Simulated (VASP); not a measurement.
Crystal: V3Os.

```
V Os
1.0
     4.22230    0.00000    0.00000
     2.11115    3.65662    0.00000
     2.11115    1.21887    3.44749
V Os
3 1
Direct
  0.25000 0.25000 0.25000
  0.75000 0.75000 0.75000
  0.50000 0.50000 0.50000
  0.00000 0.00000 0.00000
```

Base run:

```yaml
Program: VASP 6.6.1
Functional: LDA
Potentials_or_basis: VASP PAW LDA potentials, release 64 (V_sv, Os)
Cutoff: 520 eV
k_mesh: 7 × 7 × 7
Occupations: fermi-dirac, width 0.1 eV
Spin: collinear spin, ferromagnetic start
Starting_moments: "[1.37, 1.37, 1.83, 0.26] μB"
Fixed_moment: 5.4 μB
```

Its results: pressure 4.9 GPa; site moments V +1.31, +1.75 (each value once); Os +0.34 μB.

**Question.** The run is repeated on the same cell with these changes: fixed moment from 5.4 μB to 1.8 μB; moments at the start from [1.37, 1.37, 1.83, 0.26] to [0.34, 0.34, 0.77, 0.12]. What comes out?

**Answer.** Pressure -8.7 GPa; site moments V +0.33, +0.73 (each value once); Os +0.15 μB.

Caveats: the total moment is fixed, so each spin has its own Fermi level; the cell stands under pressure (at least some runs); the cell stands under tension (at least some runs).
